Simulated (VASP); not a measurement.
# BaO (Fm-3m) in VASP: single point with PBE

Aim: the single point of BaO with PBE.

Everything below comes from runs of VASP 6.6.1. Logs are shortened: lines on timing, memory, paths and dates and some standing lists are left out, and cuts for length are marked.

**1. The cell of the first run**

The structure is cubic, space group Fm-3m (No. 225). The conventional cell has a = 5.500 Å, b = 5.500 Å, c = 5.500 Å, α = 90.00°, β = 90.00°, γ = 90.00°. Ba (site symmetry m-3m) has 6 O at 2.75 Å within 3.6 Å. Within 3.6 Å of O (site symmetry m-3m) lie 6 Ba at 2.75 Å.

**2. Single point, PBE**

INCAR reads:

```
ALGO = Normal ; EDIFF = 1E-6
ENCUT = 600 ; GGA = PE
GGA_COMPAT = False ; ISIF = 2
ISMEAR = 0 ; LASPH = True
LCHARG = False ; LREAL = False
LWAVE = False ; NBANDS = 15
NELM = 120 ; PREC = Accurate
SIGMA = 0.02
```

KPOINTS reads:

```
k-points
0
Gamma
  7 7 7
```

POSCAR reads:

```
BaO
1.0
    0.0000000000      2.7500000000      2.7500000000
    2.7500000000      0.0000000000      2.7500000000
    2.7500000000      2.7500000000      0.0000000000
Ba O
1 1
Direct
    0.0000000000      0.0000000000      0.0000000000
    0.5000000000      0.5000000000      0.5000000000
```

Potentials or basis: VASP PAW PBE potentials, release 64 (Ba_sv, O).

On the command line:

```console
$ cat potpaw_PBE.64/Ba_sv/POTCAR potpaw_PBE.64/O/POTCAR > POTCAR
$ mpirun -np 1 vasp_std > vasp.out
```

OUTCAR:

```text
EDIFF = 1E-6
   ENCUT = 600
   GGA = PE
   ISIF = 2
   ISMEAR = 0
   LASPH = True
   LREAL = False
   NELM = 120
   PREC = Accurate

 ion  position               nearest neighbor table
   1  0.000  0.000  0.000-   2 2.75   2 2.75   2 2.75   2 2.75   2 2.75   2 2.75
   2  0.500  0.500  0.500-   1 2.75   1 2.75   1 2.75   1 2.75   1 2.75   1 2.75

  LATTYP: Found a face centered cubic cell.
 ALAT       =     5.5000000000

  Lattice vectors:

 A1 = (   0.0000000000,   2.7500000000,   2.7500000000)
 A2 = (   2.7500000000,   0.0000000000,   2.7500000000)
 A3 = (   2.7500000000,   2.7500000000,   0.0000000000)

Analysis of symmetry for initial positions (statically):
=====================================================================
 Subroutine PRICEL returns:
 Original cell was already a primitive cell.

 Routine SETGRP: Setting up the symmetry group for a
 face centered cubic supercell.

 Subroutine GETGRP returns: Found 48 space group operations
 (whereof 48 operations were pure point group operations)
 out of a pool of 48 trial point group operations.

The static configuration has the point symmetry O_h .

Analysis of symmetry for dynamics (positions and initial velocities):
=====================================================================
 Subroutine PRICEL returns:
 Original cell was already a primitive cell.

 Routine SETGRP: Setting up the symmetry group for a
 face centered cubic supercell.

 Subroutine GETGRP returns: Found 48 space group operations
 (whereof 48 operations were pure point group operations)
 out of a pool of 48 trial point group operations.

The dynamic configuration has the point symmetry O_h .

 Subroutine INISYM returns: Found 48 space group operations
 (whereof 48 operations are pure point group operations),
 and found     1 'primitive' translations

----------------------------------------------------------------------------------------

                                     Primitive cell

  volume of cell :      41.5938

  direct lattice vectors                    reciprocal lattice vectors
     0.000000000  2.750000000  2.750000000    -0.181818182  0.181818182  0.181818182
     2.750000000  0.000000000  2.750000000     0.181818182 -0.181818182  0.181818182
     2.750000000  2.750000000  0.000000000     0.181818182  0.181818182 -0.181818182

  length of vectors
     3.889087297  3.889087297  3.889087297     0.314918329  0.314918329  0.314918329

  position of ions in fractional coordinates (direct lattice)
     0.000000000  0.000000000  0.000000000
     0.500000000  0.500000000  0.500000000

  ion indices of the primitive-cell ions
   primitive index   ion index
                 1           1
                 2           2

----------------------------------------------------------------------------------------

 KPOINTS: k-points

Automatic generation of k-mesh.
 Grid dimensions read from file:
 generate k-points for:    7    7    7

 Generating k-lattice:

  Cartesian coordinates                     Fractional coordinates (reciprocal lattice)
    -0.025974026  0.025974026  0.025974026     0.142857143  0.000000000  0.000000000
     0.025974026 -0.025974026  0.025974026     0.000000000  0.142857143  0.000000000
     0.025974026  0.025974026 -0.025974026     0.000000000  0.000000000  0.142857143

  Length of vectors
     0.044988333  0.044988333  0.044988333

  Shift w.r.t. Gamma in fractional coordinates (k-lattice)
     0.000000000  0.000000000  0.000000000

 Subroutine IBZKPT returns following result:
 ===========================================

 Found     20 irreducible k-points:

 Following reciprocal coordinates:
            Coordinates               Weight
  0.000000  0.000000  0.000000      1.000000
  0.142857  0.000000  0.000000      8.000000
  0.285714  0.000000  0.000000      8.000000
  0.428571  0.000000  0.000000      8.000000
  0.142857  0.142857  0.000000      6.000000
  0.285714  0.142857  0.000000     24.000000
[... 12 lines left out ...]
 -0.428571  0.428571  0.142857     24.000000
 -0.285714  0.428571  0.142857     24.000000
   k-points           NKPTS =     20   k-points in BZ     NKDIM =     20   number of bands    NBANDS=     15
   number of dos      NEDOS =    301   number of ions     NIONS =      2
   total plane-waves  NPLWV =  32768
   dimension x,y,z NGX =    32 NGY =   32 NGZ =   32
   dimension x,y,z NGXF=    64 NGYF=   64 NGZF=   64
   ions per type =               1   1
   NGX,Y,Z   is equivalent  to a cutoff of  13.68, 13.68, 13.68 a.u.
   NGXF,Y,Z  is equivalent  to a cutoff of  27.36, 27.36, 27.36 a.u.
 SYSTEM =  unknown system
   PREC   = accura    normal or accurate (medium, high low for compatibility)
   ISTART =      0    job   : 0-new  1-cont  2-samecut
   ICHARG =      2    charge: 1-file 2-atom 10-const
   ISPIN  =      1    spin polarized calculation?
   LNONCOLLINEAR =      F non collinear calculations
   LSORBIT =      F    spin-orbit coupling
   LASPH  =      T    aspherical Exc in radial PAW
   ENCUT  =  600.0 eV  44.10 Ry    6.64 a.u.   7.77  7.77  7.77*2*pi/ulx,y,z
   NELM   =    120;   NELMIN=  2; NELMDL= -5     # of ELM steps
   EDIFF  = 0.1E-05   stopping-criterion for ELM
   LREAL  =      F    real-space projection
   EDIFFG = 0.1E-04   stopping-criterion for IOM
   NSW    =      0    number of steps for IOM
   IBRION =     -1    ionic relax: 0-MD 1-quasi-New 2-CG
   NFREE  =      0    steps in history (QN), initial steepest desc. (CG)
   ISIF   =      2    stress and relaxation
   ISYM   =      2    0-nonsym 1-usesym 2-fastsym
   POTIM  = 0.5000    time-step for ionic-motion
   TEBEG  =    0.0;   TEEND  =   0.0 temperature during run
   PSTRESS=    0.0 pullay stress
   NELECT =      16.0000    total number of electrons
   NUPDOWN=      -1.0000    fix difference up-down
   EMIN   =  10.00;   EMAX   =-10.00  energy-range for DOS
   EFERMI =   0.00;   METHOD = LEGACY
   ISMEAR =     0;   SIGMA  =   0.02  broadening in eV -4-tet -1-fermi 0-gaus
   EFERMI_NEDOS =   21; number of points for ismear=-14 and -15
   IALGO  =     38    algorithm
   IMIX   =      4    mixing-type and parameters
     AMIX     =   0.40;   BMIX     =  1.00
     AMIX_MAG =   1.60;   BMIX_MAG =  1.00
  volume/ion in A,a.u.               =      20.80       140.34
  Fermi-wavevector in a.u.,A,eV,Ry     =   1.190617  2.249940 19.287200  1.417569
  Thomas-Fermi vector in A             =   2.326698
   LORBIT       =      0    0 simple, 1 ext, 2 COOP (PROOUT), +10 PAW based schemes
   GGA     = PE    functional components
   LHFCALC =     F    Hartree Fock is set to
   AEXX    =    0.0000 exact exchange contribution
   IVDW    =     0    specifies the selected vdW correction
   LEPSILON=     F    determine dielectric tensor
   LRPA    =     F    only Hartree local field effects (RPA)
 non-spin polarized calculation
 Gauss-broadening in eV      SIGMA  =   0.02
  energy-cutoff  :      600.00
  volume of cell :       41.59
 maximum number of plane-waves:      1411
   NGX = 15   NGY = 15   NGZ = 15

 number of electron      15.9999997 magnetization

 Free energy of the ion-electron system (eV)
  ---------------------------------------------------
  ext. energy  EPLUGINS =         0.00000000
  ---------------------------------------------------
  free energy    TOTEN  =       -11.77219012 eV

  energy without entropy =      -11.77219012  energy(sigma->0) =      -11.77219012

 E-fermi :   2.1700     XC(G=0):  -9.7179

 val. band max:        1.9744871786   @ k =  -0.4286   0.4286   0.0000
 cond. band min:       4.0157328691   @ k =   0.4286   0.4286   0.0000
 fundamental gap:      2.0412456905
 Fermi energy:         2.1699783080

 k-point     1 :       0.0000    0.0000    0.0000
  band No.  band energies     occupation
      1     -23.8904      2.00000
      2     -13.0548      2.00000
      3      -8.3594      2.00000
      4      -8.3594      2.00000
      5      -8.3594      2.00000
      6       1.6288      2.00000
      7       1.6288      2.00000
      8       1.6288      2.00000
      9       5.6629      0.00000
     10       6.6954      0.00000
     11       6.6954      0.00000
     12       6.6954      0.00000
     13       9.0154      0.00000
     14       9.0154      0.00000
     15      12.0137      0.00000

 k-point     2 :       0.1429    0.0000    0.0000
  band No.  band energies     occupation
      1     -23.8395      2.00000
      2     -13.2015      2.00000
      3      -8.4069      2.00000
      4      -8.3838      2.00000
      5      -8.3838      2.00000
      6       1.2031      2.00000
      7       1.3642      2.00000
      8       1.3642      2.00000
      9       6.3984      0.00000
     10       6.6497      0.00000
     11       7.0804      0.00000
     12       7.0804      0.00000
     13       9.5462      0.00000
     14       9.5462      0.00000
     15      13.2588      0.00000

 k-point     3 :       0.2857    0.0000    0.0000
  band No.  band energies     occupation
      1     -23.7216      2.00000
      2     -13.5321      2.00000
      3      -8.5038      2.00000
      4      -8.4369      2.00000
      5      -8.4369      2.00000
      6       0.4793      2.00000
      7       0.8524      2.00000
      8       0.8524      2.00000
      9       6.5445      0.00000
     10       8.0806      0.00000
     11       8.0806      0.00000
     12       8.4250      0.00000
     13      10.8017      0.00000
     14      10.8017      0.00000
     15      15.6196      0.00000

 k-point     4 :       0.4286    0.0000    0.0000
  band No.  band energies     occupation
      1     -23.6230      2.00000
      2     -13.7985      2.00000
      3      -8.5730      2.00000
      4      -8.4780      2.00000
      5      -8.4780      2.00000
      6       0.0085      2.00000
      7       0.4997      2.00000
      8       0.4997      2.00000
      9       6.8989      0.00000
     10       9.0774      0.00000
     11       9.0774      0.00000
     12      10.0696      0.00000
     13      12.2792      0.00000
     14      12.2792      0.00000
     15      16.1167      0.00000
[... 235 lines left out ...]
 k-point    18 :      -0.4286    0.2857    0.1429
  band No.  band energies     occupation
      1     -23.5702      2.00000
      2     -13.6088      2.00000
      3      -9.1251      2.00000
      4      -9.0590      2.00000
      5      -8.4696      2.00000
      6       0.4997      2.00000
      7       1.0265      2.00000
      8       1.4329      2.00000
      9       6.3945      0.00000
     10       7.7176      0.00000
     11       9.6084      0.00000
     12      10.1102      0.00000
     13      11.9451      0.00000
     14      13.9618      0.00000
     15      14.5289      0.00000

 k-point    19 :      -0.4286    0.4286    0.1429
  band No.  band energies     occupation
      1     -23.5445      2.00000
      2     -13.4218      2.00000
      3      -9.6107      2.00000
      4      -9.1466      2.00000
      5      -8.6289      2.00000
      6       1.0232      2.00000
      7       1.6856      2.00000
      8       1.7423      2.00000
      9       5.0122      0.00000
     10       8.5786      0.00000
     11       8.9541      0.00000
     12      11.4494      0.00000
     13      11.4542      0.00000
     14      13.8321      0.00000
     15      14.7712      0.00000

 k-point    20 :      -0.2857    0.4286    0.1429
  band No.  band energies     occupation
      1     -23.5345      2.00000
      2     -13.4921      2.00000
      3      -9.5515      2.00000
      4      -9.2475      2.00000
      5      -8.4758      2.00000
      6       0.6344      2.00000
      7       1.5338      2.00000
      8       1.8183      2.00000
      9       6.1896      0.00000
     10       7.3320      0.00000
     11       9.1294      0.00000
     12      11.2989      0.00000
     13      11.8824      0.00000
     14      13.8483      0.00000
     15      15.6453      0.00000

------------------------ aborting loop because EDIFF is reached ----------------------------------------

  FORCE on cell =-STRESS in cart. coord.  units (eV):
  Direction    XX          YY          ZZ          XY          YZ          ZX
  --------------------------------------------------------------------------------------
  -------------------------------------------------------------------------------------
  Total        1.2479585      1.2479585      1.2479585     -0.0000000      0.0000000      0.0000000
  in kB       48.0709451     48.0709451     48.0709451     -0.0000000      0.0000000      0.0000000
  external PRESSURE =      48.0709451 kB  Pullay stress =       0.0000000 kB

 VOLUME and BASIS-vectors are now :
 -----------------------------------------------------------------------------
  energy-cutoff  :      600.00
  volume of cell :       41.59
      direct lattice vectors                 reciprocal lattice vectors
     0.000000000  2.750000000  2.750000000    -0.181818182  0.181818182  0.181818182
     2.750000000  0.000000000  2.750000000     0.181818182 -0.181818182  0.181818182
     2.750000000  2.750000000  0.000000000     0.181818182  0.181818182 -0.181818182

 POSITION                                       TOTAL-FORCE (eV/Angst)
 -----------------------------------------------------------------------------------
      0.00000      0.00000      0.00000        -0.000000      0.000000     -0.000000
      2.75000      2.75000      2.75000         0.000000     -0.000000      0.000000
 -----------------------------------------------------------------------------------
    total drift:                                0.000000     -0.000000      0.000000

  FREE ENERGIE OF THE ION-ELECTRON SYSTEM (eV)
  ---------------------------------------------------
  free  energy   TOTEN  =       -11.7721901202 eV

  energy  without entropy=      -11.7721901202  energy(sigma->0) =      -11.77219012
```

Wall time 7.5 s (1 thread of Intel Xeon 6975P-C (Granite Rapids), shared host); peak memory 0.18 GiB.

Results:

| Property | Result |
| --- | --- |
| Free energy | -11.7722 eV |
| Pressure | 4.8 GPa |
| Band gap on the k mesh | 2.04 eV, indirect (least direct gap 2.20 eV) |

Levels at points of the mesh, in eV from the valence-band top:
```csv
k point,band 5,band 6,band 7,band 8,band 9,band 10,band 11,band 12
"(0.00, 0.00, 0.00)",-10.33,-0.35,-0.35,-0.35,3.69,4.72,4.72,4.72
```

Caveat: spin-orbit coupling is left out, which moves the levels of the heavy elements. A k mesh can miss the band edges.
